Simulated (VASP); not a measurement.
Wanted: the native input for a VASP 6.6.1 run.

```yaml
Task: relaxation of cell and atoms
Functional: PBE
Potentials_or_basis: VASP PAW PBE potentials, release 64 (Li_sv, B)
Cutoff: 600 eV
k_mesh: 6 × 6 × 4
Occupations: gaussian, width 0.1 eV
Spin: no spin polarisation
Dipole_correction: no
Further_INCAR_settings: ALGO = Normal; EDIFF = 1e-07; IBRION = 2; EDIFFG = -0.04; NSW = 90; ISIF = 3
```

The structure of Li2B lies in POSCAR:

```
Li2B
1.0
    2.4788645717      0.0000000000      0.0000000000
   -1.2394322859      2.1467596916      0.0000000000
    0.0000000000      0.0000000000      6.3022476990
Li B
2 1
Direct
    0.6666666667      0.3333333333      0.7126091470
    0.6666666667      0.3333333333      0.2873908530
    0.3333333333      0.6666666667      0.0000000000
```

One way to write it, as run:

INCAR

```
PREC = Accurate ; ENCUT = 600
EDIFF = 1E-7 ; ISMEAR = 0
SIGMA = 0.1 ; LREAL = F
LASPH = T ; NELM = 60
ALGO = Normal ; ISIF = 3
LWAVE = F ; LCHARG = F
GGA = PE ; IBRION = 2
NSW = 90 ; EDIFFG = -0.04
```

KPOINTS

```
regular mesh
0
Gamma
  6 6 4
```

Potentials or basis: VASP PAW PBE potentials, release 64 (Li_sv, B).

Command:

```sh
$ cat potpaw_PBE.64/Li_sv/POTCAR potpaw_PBE.64/B/POTCAR > POTCAR
$ mpirun -np 1 vasp_std > vasp.out
```

Results of the run:

```
Relaxed volume                         : 11.78 Å³/atom
Relaxed cell                           : a = 2.569 Å, b = 2.569 Å, c = 6.181 Å, α = 90.00°, β = 90.00°, γ = 120.00°
Space group after relaxing (to 0.05 Å) : P-6m2 (No. 187)
Energy gained by relaxing              : 15.0 meV/atom
Ionic steps                            : 8
Pressure after relaxing                : 0.0 GPa
Largest force after relaxing           : 0.008 eV/Å
```

Caveat: the k points lie up to 0.47 Å⁻¹ apart in the final cell; the cutoff is under 1.25 times the usual one of these potentials, so pressure, stress and relaxed cells hold a basis-set (Pulay) error.

It took 25 s on 1 thread of Intel(R) Xeon(R) Platinum 8375C CPU @ 2.90GHz (Ice Lake), on a shared host, peak memory 0.14 GiB.
